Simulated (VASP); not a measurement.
Write the native input for VASP 6.6.1 that does the following.

| Item | Value |
| --- | --- |
| Task | single point |
| Functional | PBE |
| Potentials or basis | VASP PAW PBE potentials, release 64 (C) |
| Cutoff | 600 eV |
| k mesh | 11 × 11 × 11 |
| Occupations | fermi-dirac, width 0.05 eV |
| Spin | no spin polarisation |
| Dipole correction | no |
| Further INCAR settings | ALGO = Normal; EDIFF = 1e-06; NBANDS = 11 |

The structure of C lies in POSCAR:

```
C
1.0
    0.0000000000      1.7769010000      1.7769010000
    1.7769010000      0.0000000000      1.7769010000
    1.7769010000      1.7769010000      0.0000000000
C
2
Direct
    0.0000000000      0.0000000000      0.0000000000
    0.2500000000      0.2500000000      0.2500000000
```

The input as run:

INCAR

```
SYSTEM = C
PREC = Accurate
ENCUT = 600
EDIFF = 1E-6
ISMEAR = -1
SIGMA = 0.05
LREAL = .False.
LASPH = .True.
NELM = 120
ALGO = Normal
ISIF = 2
LWAVE = .False.
LCHARG = .False.
GGA = PE
NBANDS = 11
GGA_COMPAT = .False.
```

KPOINTS

```
regular mesh
0
Gamma
  11 11 11
  0 0 0
```

Potentials or basis: VASP PAW PBE potentials, release 64 (C).

Command:

```console
$ cat potpaw_PBE.64/C/POTCAR > POTCAR
$ mpirun -np 1 vasp_std > vasp.out
```

It gave:

The pressure is 6.7 GPa and the band gap on the k mesh is 4.15 eV, indirect (least direct gap 5.62 eV).

Wall time 16 s on 1 thread of AMD EPYC 7R13, on a shared host, peak memory 0.09 GiB.
